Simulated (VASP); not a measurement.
Crystal: BeSb.

```xyz
2
Lattice="3.3799 0.0000 0.0000 0.0000 3.3799 0.0000 0.0000 0.0000 3.2744" Properties=species:S:1:pos:R:3 pbc="T T T"
Be    1.6900    1.6900    1.8016
Sb    0.0000    0.0000    3.1100
```

* Program: VASP 6.6.1
* Task: relaxation of cell and atoms
* Functional: PBE
* Potentials or basis: VASP PAW PBE potentials, release 64 (Be, Sb)
* Cutoff: 600 eV
* k mesh: 16 × 16 × 16
* Occupations: gaussian, width 0.1 eV
* Spin: no spin polarisation

At the start: pressure -0.2 GPa; volume 18.70 Å³/atom.

Problem. Where does the relaxation end?

Solution. Over 25 steps the energy falls by 120.3 meV/atom and the volume is 20.24 Å³/atom (+8.2 %); space group P4mm (No. 99, to 0.1 Å) before, P4/mmm (No. 123, to 0.1 Å).

The path:
```csv
step,energy change (eV),largest force (eV/Å),pressure (GPa),volume (Å³)
1,0.0000,0.0118,-0.19,37.41
2,-0.0116,0.0525,-0.04,37.28
3,-0.0398,0.1672,0.62,36.84
4,0.0604,0.2740,5.02,35.66
5,-0.0474,0.1977,1.01,36.64
6,-0.0475,0.2050,1.26,36.56
7,-0.0510,0.2516,-0.01,37.35
8,-0.0514,0.2413,0.28,37.15
9,-0.0613,0.2493,-0.42,37.58
10,-0.0752,0.2606,-2.03,38.81
11,-0.0802,0.2547,-1.84,38.76
12,-0.0937,0.2319,-1.24,38.61
13,-0.1134,0.1709,0.12,38.31
14,-0.1147,0.0164,3.41,37.71
15,-0.1211,0.0935,1.73,38.00
16,-0.1299,0.0883,1.79,38.10
17,-0.1552,0.0841,1.92,38.41
18,-0.2010,0.0778,1.87,39.01
19,-0.2355,0.0161,0.10,40.17
20,-0.2379,0.0251,0.75,39.87
21,-0.2383,0.0148,0.58,39.95
22,-0.2399,0.0084,0.02,40.36
23,-0.2401,0.0048,-0.25,40.56
24,-0.2407,0.0025,-0.07,40.50
25,-0.2407,0.0019,-0.02,40.48
```

Final structure:
```
CELL_PARAMETERS angstrom
3.66718 0.00000 0.00000
0.00000 3.66718 0.00000
0.00000 0.00000 3.01043
ATOMIC_POSITIONS crystal
Be 0.50000 0.50000 0.74911
Sb 0.00000 0.00000 0.75089
```
